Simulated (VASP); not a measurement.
A run of VASP 6.6.1:

Contents of INCAR:

```
PREC = Accurate
ENCUT = 520
EDIFF = 1E-6
ISMEAR = 0
SIGMA = 0.01
LREAL = False
LASPH = True
NELM = 80
ALGO = Normal
ISIF = 2
LWAVE = False
LCHARG = False
GGA = PS
NBANDS = 30
```

Contents of KPOINTS:

```
regular mesh
0
Gamma
  6 6 6
```

Contents of POSCAR:

```
CsSnI3
1.0
    5.7660271133      0.0000000000      0.0000000000
    0.0000000000      5.7660271133      0.0000000000
    0.0000000000      0.0000000000      5.7660271133
Cs Sn I
1 1 3
Direct
    0.0000000000      0.0000000000      0.0000000000
    0.5000000000      0.5000000000      0.5000000000
    0.0000000000      0.5000000000      0.5000000000
    0.5000000000      0.0000000000      0.5000000000
    0.5000000000      0.5000000000      0.0000000000
```

Potentials or basis: VASP PAW PBE potentials, release 64 (Cs_sv, Sn_d, I).

The run is started by

```console
$ cat potpaw_PBE.64/Cs_sv/POTCAR potpaw_PBE.64/Sn_d/POTCAR potpaw_PBE.64/I/POTCAR > POTCAR
$ mpirun -np 1 vasp_std > vasp.out
```

Hardware: 1 thread of AMD EPYC 7R43 64-Core Processor (Zen 3), on a shared host.

Question: Estimate the wall time of this run.

Answer: It took 2.6 min on 1 thread of AMD EPYC 7R43 64-Core Processor (Zen 3) (shared host), peak memory 0.35 GiB. Counts: scf iterations 12, k points 20.
